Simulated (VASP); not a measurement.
The system is MoPb3.

```
Mo Pb
1.0
     4.71533    0.00000    0.00000
     0.00000    4.71533    0.00000
     0.00000    0.00000    4.71533
Mo Pb
1 3
Direct
  0.00000 0.00000 0.00000
  0.00000 0.50000 0.50000
  0.50000 0.00000 0.50000
  0.50000 0.50000 0.00000
```

```yaml
Program: VASP 6.6.1
Task: relaxation of cell and atoms
Functional: PBE
Potentials_or_basis: VASP PAW PBE potentials, release 64 (Mo_sv, Pb_d)
Cutoff: 600 eV
k_mesh: 10 × 10 × 10
Occupations: gaussian, width 0.1 eV
Spin: no spin polarisation
```

At the start: pressure -1.2 GPa; volume 26.21 Å³/atom.

Where does the relaxation end?

Over 3 steps the energy falls by 2.2 meV/atom and the volume is 25.66 Å³/atom (-2.1 %); space group Pm-3m (No. 221, to 0.1 Å) before and after.

The path:
| step | energy change (eV) | largest force (eV/Å) | pressure (GPa) | volume (Å³) |
| --- | --- | --- | --- | --- |
| 1 | 0.0000 | 0.0000 | -1.24 | 104.84 |
| 2 | -0.0073 | 0.0000 | 0.53 | 101.80 |
| 3 | -0.0087 | 0.0000 | 0.00 | 102.65 |

Final structure:
```
CELL_PARAMETERS angstrom
4.68218 0.00000 0.00000
0.00000 4.68218 0.00000
0.00000 0.00000 4.68218
ATOMIC_POSITIONS crystal
Mo 0.00000 0.00000 0.00000
Pb 0.00000 0.50000 0.50000
Pb 0.50000 0.00000 0.50000
Pb 0.50000 0.50000 0.00000
```
